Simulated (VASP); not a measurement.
# NaH (R-3m) in VASP: further runs, part 2 of 2

VASP 6.6.1.

## Step 4: Electric field gradients, PBEsol (equal xy, yz and zx shear strains of +1 %)

The input, INCAR:

```
  PREC = Accurate
  ENCUT = 520
  EDIFF = 1E-8
  ISMEAR = -1
  SIGMA = 0.03
  LREAL = False
  LASPH = True
  NELM = 60
  ALGO = Normal
  ISIF = 2
  LWAVE = False
  LCHARG = False
  GGA = PS
  LEFG = True
  NBANDS = 11
```

The input, KPOINTS:

```
regular mesh
0
Gamma
  9 9 9
```

The input, POSCAR:

```
NaH
1.0
    0.0244000000      2.4522000000      2.4522000000
    2.4522000000      0.0244000000      2.4522000000
    2.4522000000      2.4522000000      0.0244000000
Na H
1 1
Direct
    0.0000000000      0.0000000000      0.0000000000
    0.5000000000      0.5000000000      0.5000000000
```

Potentials or basis: VASP PAW PBE potentials, release 64 (Na_pv, H).

The run is started by

```console
cat potpaw_PBE.64/Na_pv/POTCAR potpaw_PBE.64/H/POTCAR > POTCAR
mpirun -np 1 vasp_std > vasp.out
```

OUTCAR:

```text
PREC = Accurate
   ENCUT = 520
   EDIFF = 1E-8
   ISMEAR = -1
   LREAL = False
   LASPH = True
   NELM = 60
   ISIF = 2
   GGA = PS

 ion  position               nearest neighbor table
   1  0.000  0.000  0.000-
   2  0.500  0.500  0.500-

  LATTYP: Found a trigonal (rhomboedric) cell.
 ALAT       =     3.4680203344
 COS(alpha) =     0.5099250056

  Lattice vectors:

 A1 = (   0.0244000000,   2.4522000000,   2.4522000000)
 A2 = (   2.4522000000,   0.0244000000,   2.4522000000)
 A3 = (   2.4522000000,   2.4522000000,   0.0244000000)

Analysis of symmetry for initial positions (statically):
=====================================================================
 Subroutine PRICEL returns:
 Original cell was already a primitive cell.

 Routine SETGRP: Setting up the symmetry group for a
 trigonal (rhombohedral) supercell.

 Subroutine GETGRP returns: Found 12 space group operations
 (whereof 12 operations were pure point group operations)
 out of a pool of 12 trial point group operations.

The static configuration has the point symmetry D_3d.

Analysis of symmetry for dynamics (positions and initial velocities):
=====================================================================
 Subroutine PRICEL returns:
 Original cell was already a primitive cell.

 Routine SETGRP: Setting up the symmetry group for a
 trigonal (rhombohedral) supercell.

 Subroutine GETGRP returns: Found 12 space group operations
 (whereof 12 operations were pure point group operations)
 out of a pool of 12 trial point group operations.

The dynamic configuration has the point symmetry D_3d.

 Subroutine INISYM returns: Found 12 space group operations
 (whereof 12 operations are pure point group operations),
[... 161 lines left out ...]
      9      14.6096      0.00000
     10      14.9940      0.00000
     11      14.9940      0.00000
[... 309 lines left out ...]
 k-point    24 :       0.4444    0.4444   -0.0000
  band No.  band energies     occupation
      1     -23.3108      2.00000
      2     -23.2637      2.00000
      3     -23.2627      2.00000
      4      -1.5490      2.00000
      5       3.3971      0.00000
      6       8.5563      0.00000
      7       9.0792      0.00000
      8       9.3225      0.00000
      9      10.3841      0.00000
     10      21.6369      0.00000
     11      23.4435      0.00000

 [... further k-points ...]
[... 5 lines left out ...]
  --------------------------------------------------------------------------------------
  -------------------------------------------------------------------------------------
  Total       -0.2171154     -0.2171154     -0.2171154     -0.0399543     -0.0399543     -0.0399543
  in kB      -11.9738583    -11.9738583    -11.9738583     -2.2034704     -2.2034704     -2.2034704
  external PRESSURE =     -11.9738583 kB  Pullay stress =       0.0000000 kB

 VOLUME and BASIS-vectors are now :
 -----------------------------------------------------------------------------
  energy-cutoff  :      520.00
  volume of cell :       29.05
      direct lattice vectors                 reciprocal lattice vectors
     0.024400000  2.452200000  2.452200000    -0.206967315  0.204928228  0.204928228
     2.452200000  0.024400000  2.452200000     0.204928228 -0.206967315  0.204928228
     2.452200000  2.452200000  0.024400000     0.204928228  0.204928228 -0.206967315

 POSITION                                       TOTAL-FORCE (eV/Angst)
 -----------------------------------------------------------------------------------
      0.00000      0.00000      0.00000        -0.000000     -0.000000     -0.000000
      2.46440      2.46440      2.46440         0.000000      0.000000      0.000000
 -----------------------------------------------------------------------------------
    total drift:                               -0.000000      0.000000      0.000000

  FREE ENERGIE OF THE ION-ELECTRON SYSTEM (eV)
  ---------------------------------------------------
  free  energy   TOTEN  =        -5.0798899178 eV

  energy  without entropy=       -5.0798899177  energy(sigma->0) =       -5.07988992

 Electric field gradients (V/A^2)
---------------------------------------------------------------------
 ion       V_xx      V_yy      V_zz      V_xy      V_xz      V_yz
---------------------------------------------------------------------
   1       0.000    -0.000    -0.000    -0.277    -0.277    -0.277
   2      -0.000    -0.000    -0.000     0.026     0.026     0.026
---------------------------------------------------------------------

 Electric field gradients after diagonalization (V/A^2)
 (convention: |V_zz| > |V_xx| > |V_yy|)
----------------------------------------------------------------------
 ion       V_xx      V_yy      V_zz     asymmetry (V_yy - V_xx)/ V_zz
----------------------------------------------------------------------
   1       0.277     0.277    -0.555       0.000
   2      -0.026    -0.026     0.051       0.000
----------------------------------------------------------------------

           NMR quadrupolar parameters

 Cq : quadrupolar parameter    Cq=e*Q*V_zz/h
 eta: asymmetry parameters     (V_yy - V_xx)/ V_zz
 Q  : nuclear electric quadrupole moment in mb (millibarn)
----------------------------------------------------------------------
 ion       Cq(MHz)       eta       Q (mb)
----------------------------------------------------------------------
   1      -0.001       0.000       1.000
   2       0.000       0.000       1.000
----------------------------------------------------------------------
```

OSZICAR:

```text
N       E                     dE             d eps       ncg     rms          rms(c)
DAV:   1     0.370307007682E+02    0.37031E+02   -0.46143E+03  1888   0.739E+02
DAV:   2    -0.409806462798E+01   -0.41129E+02   -0.40613E+02  1950   0.198E+02
DAV:   3    -0.544297731594E+01   -0.13449E+01   -0.13430E+01  2216   0.334E+01
DAV:   4    -0.545262538775E+01   -0.96481E-02   -0.96470E-02  2158   0.287E+00
DAV:   5    -0.545271399815E+01   -0.88610E-04   -0.88609E-04  2157   0.276E-01    0.288E+00
DAV:   6    -0.515657744340E+01    0.29614E+00   -0.30243E-01  2250   0.316E+00    0.132E+00
DAV:   7    -0.507729767449E+01    0.79280E-01   -0.27367E-01  2131   0.220E+00    0.331E-01
DAV:   8    -0.507994270282E+01   -0.26450E-02   -0.67001E-03  2065   0.949E-01    0.600E-02
DAV:   9    -0.507989844874E+01    0.44254E-04   -0.75911E-04  2326   0.325E-01    0.193E-02
DAV:  10    -0.507988890239E+01    0.95463E-05   -0.43463E-05  2104   0.421E-02    0.293E-03
DAV:  11    -0.507988992224E+01   -0.10198E-05   -0.11918E-06  2184   0.637E-03    0.217E-03
DAV:  12    -0.507988991605E+01    0.61851E-08   -0.10178E-07  2137   0.213E-03    0.206E-04
DAV:  13    -0.507988991777E+01   -0.17159E-08   -0.46859E-09  1609   0.428E-04
   1 F= -.50798899E+01 E0= -.50798899E+01  d E =-.479301E-10
```

stdout:

```text
POSCAR found type information on POSCAR NaH
 POSCAR found :  2 types and       2 ions
 scaLAPACK will be used
 -----------------------------------------------------------------------------
|                                                                             |
|                                                                             |
|     You enforced a specific xc type in the INCAR file but a different       |
|     I HOPE YOU KNOW WHAT YOU ARE DOING!                                     |
|                                                                             |
 -----------------------------------------------------------------------------

 LDA part: xc-table for (Slater+PW92), standard interpolation
 POSCAR, INCAR and KPOINTS ok, starting setup
 FFT: planning ... GRIDC
 FFT: planning ... GRID_SOFT
 FFT: planning ... GRID
 WAVECAR not read
 entering main loop
ion   1

ion   2
```

Run time: 43 s. Hardware: 1 thread of AMD EPYC, shared host; peak memory 0.13 GiB.

What came out:

* Free energy: -5.0799 eV
* Pressure: -1.2 GPa
* Band gap on the k mesh: 3.73 eV, indirect (least direct gap 4.52 eV)

Electric field gradients, principal values (V/Å²):
```csv
atom,least,middle,greatest (by size)
1 Na,0.277,0.277,-0.555
2 H,-0.026,-0.026,0.051
```

Caveat: the cell differs from its parent crystal (equal xy, yz and zx shear strains of +1 %); without QUAD_EFG the Cq values of the log hold for a quadrupole moment of 1 mb, not for the nuclei; the PAW data sets were made with another functional, which shifts forces and pressure a little. A k mesh can miss the band edges.

## Step 5: Overview

| cell | gap on the mesh (eV) | pressure (GPa) |
| --- | --- | --- |
| a = 3.417 Å, angles 61.3°, 2 atoms | 3.75 | -1.2 |
| a = 3.434 Å, angles 60.7°, 2 atoms | 3.78 | -1.2 |
| a = 3.468 Å, angles 59.3°, 2 atoms | 3.73 | -1.2 |

Alike in all rows: task electric field gradients; level PBEsol; potentials or basis VASP PAW PBE potentials, release 64 (Na_pv, H); no spin polarisation; k mesh 9 × 9 × 9; cutoff (eV) 520; smearing fermi-dirac 0.03 eV.

Caveats: the PAW data sets were made with another functional, which shifts forces and pressure a little.

Total energies depend on the potentials used, so only differences within one code and one set of settings carry meaning.
